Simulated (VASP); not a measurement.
# Re: single point with revPBE

The system is Re.

```
CELL_PARAMETERS angstrom
4.39136 0.00000 0.00000
-2.19568 3.80303 0.00000
0.00000 0.00000 2.75198
ATOMIC_POSITIONS crystal
Re 0.00000 0.00000 0.00000
Re 0.33333 0.66667 0.50000
Re 0.66667 0.33333 0.50000
```

This isn't the form of Re at room conditions, which is hcp.

```json
{
  "Program": "VASP 6.6.1",
  "Task": "single point",
  "Functional": "revPBE",
  "Potentials or basis": "VASP PAW PBE potentials, release 64 (Re_sv_GW)",
  "Cutoff": "500 eV",
  "k mesh": "8 × 8 × 12",
  "Occupations": "fermi-dirac, width 0.1 eV",
  "Spin": "no spin polarisation",
  "Dipole correction": "no",
  "Further INCAR settings": "ALGO = Normal; EDIFF = 1e-06; NBANDS = 30"
}
```

```json
{
  "Pressure": "-2.7 GPa",
  "Band gap on the k mesh": "zero (an odd number of electrons rules out a gap without spin polarisation)"
}
```

Levels at points of the mesh, in eV from the Fermi level:
```
           k point  band 19  band 20  band 21  band 22  band 23  band 24  band 25  band 26
(0.00, 0.00, 0.00)    -2.75    -1.84    -0.76    -0.76     0.06     0.06     0.10     0.10
(0.50, 0.00, 0.00)    -2.36    -1.73    -1.40     0.33     0.34     0.91     1.99     2.94
(0.00, 0.00, 0.50)    -0.92    -0.92    -0.77    -0.77     2.77     2.77     3.71     3.71
(0.50, 0.00, 0.50)    -2.14    -1.10    -0.84    -0.49     0.78     2.05     3.16     3.37
```

Run time: 100 s on 1 thread of AMD EPYC 7R43 64-Core Processor (Zen 3), with other jobs on the host, peak memory 0.17 GiB.

Caveat: the PAW data sets were made with another functional, which shifts forces and pressure a little; spin-orbit coupling is left out, which moves the levels of the heavy elements.
